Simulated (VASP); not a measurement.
Wanted: the native input for a VASP 6.6.1 run.

```yaml
Task: single point
Functional: r2SCAN
Potentials_or_basis: VASP PAW PBE potentials, release 64 (Ga_d, As)
Cutoff: 520 eV
k_mesh: 12 × 12 × 12
Occupations: gaussian, width 0.05 eV
Spin: no spin polarisation
Dipole_correction: no
Further_INCAR_settings: ALGO = Normal; EDIFF = 1e-06; NBANDS = 16
```

The system is GaAs.

```
CELL_PARAMETERS angstrom
0.00000 2.78493 2.78493
2.78493 0.00000 2.78493
2.78493 2.78493 0.00000
ATOMIC_POSITIONS crystal
Ga 0.00000 0.00000 0.00000
As 0.75000 0.75000 0.75000
```

This cell differs from its parent crystal: strained.

These files were run (other wordings do the same):

POSCAR

```
GaAs
1.0
    0.0000000000      2.7849278145      2.7849278145
    2.7849278145      0.0000000000      2.7849278145
    2.7849278145      2.7849278145      0.0000000000
Ga As
1 1
Direct
    0.0000000000      0.0000000000      0.0000000000
    0.7500000000      0.7500000000      0.7500000000
```

INCAR.step1

```
SYSTEM = GaAs
  PREC = Accurate
  ENCUT = 520
  ISMEAR = 0
  SIGMA = 0.05
  LREAL = .False.
  LASPH = .True.
  NELM = 60
  NBANDS = 16
  GGA = PE
  ALGO = Normal
  EDIFF = 1E-4
  LWAVE = .True.
  LCHARG = .False.
```

INCAR.step2

```
SYSTEM = GaAs
  PREC = Accurate
  ENCUT = 520
  EDIFF = 1E-6
  ISMEAR = 0
  SIGMA = 0.05
  LREAL = .False.
  LASPH = .True.
  NELM = 60
  ALGO = Normal
  ISIF = 2
  LWAVE = .False.
  LCHARG = .False.
  METAGGA = R2SCAN
  LMIXTAU = .True.
  NBANDS = 16
  ISTART = 1
```

KPOINTS

```
regular mesh
0
Gamma
  12 12 12
  0 0 0
```

Potentials or basis: VASP PAW PBE potentials, release 64 (Ga_d, As).

Launch:

```console
$ cat potpaw_PBE.64/Ga_d/POTCAR potpaw_PBE.64/As/POTCAR > POTCAR
$ cp INCAR.step1 INCAR
$ mpirun -np 1 vasp_std > vasp.out
$ cp INCAR.step2 INCAR
$ mpirun -np 1 vasp_std > vasp.out
```

It gave:

```yaml
Pressure: 4.3 GPa
Band_gap_on_the_k_mesh: 1.36 eV
```

Caveat: the cell differs from its parent crystal (strained); the cell stands under pressure; the PAW data sets were made with another functional, which shifts forces and pressure a little.

Run time: 88 s on 1 thread of Intel(R) Xeon(R) 6975P-C (Granite Rapids), with other jobs on the host, peak memory 0.2 GiB.
